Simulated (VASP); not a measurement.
Write the native input for VASP 6.6.1 that does the following.

```yaml
Task: single point
Functional: PBEsol
Potentials_or_basis: VASP PAW PBE potentials, release 64 (Al, Ru_pv)
Cutoff: 520 eV
k_mesh: 12 × 12 × 4
Occupations: gaussian, width 0.1 eV
Spin: no spin polarisation
Dipole_correction: no
Further_INCAR_settings: ALGO = Fast; EDIFF = 1e-07; NBANDS = 29
```

The structure of Al2Ru lies in POSCAR:

```
Al2Ru
1.0
    3.1525713427      0.0000000000      0.0000000000
    0.0000000000      3.1525713427      0.0000000000
    0.0000000000      0.0000000000      8.3725655217
Al Ru
4 2
Direct
    0.5000000000      0.5000000000      0.1590760825
    0.0000000000      0.0000000000      0.3409239175
    0.0000000000      0.0000000000      0.6590760825
    0.5000000000      0.5000000000      0.8409239175
    0.0000000000      0.0000000000      0.0000000000
    0.5000000000      0.5000000000      0.5000000000
```

This cell differs from its parent crystal: biaxial strain in the a-b plane: +1.0 %.

The input as run:

INCAR

```
ALGO = Fast
EDIFF = 1E-7
ENCUT = 520
GGA = PS
ISIF = 2
ISMEAR = 0
LASPH = T
LCHARG = F
LREAL = F
LWAVE = F
NBANDS = 29
NELM = 100
PREC = Accurate
SIGMA = 0.1
```

KPOINTS

```
k-points
0
Gamma
  12 12 4
```

Potentials or basis: VASP PAW PBE potentials, release 64 (Al, Ru_pv).

The run is started by

```sh
$ cat potpaw_PBE.64/Al/POTCAR potpaw_PBE.64/Ru_pv/POTCAR > POTCAR
$ mpirun -np 1 vasp_std > vasp.out
```

It gave:

```json
{
 "Pressure": "-2.3 GPa",
 "Largest force": "0.095 eV/Å",
 "Band gap on the k mesh": "zero (bands 20 and 21 overlap by 0.21 eV)"
}
```

Caveat: the cell differs from its parent crystal (biaxial strain in the a-b plane: +1.0 %); the PAW data sets were made with another functional, which shifts forces and pressure a little.

Wall time 4.2 min on 1 thread of Intel(R) Xeon(R) Platinum 8375C CPU @ 2.90GHz (Ice Lake), on a shared host, peak memory 0.3 GiB.
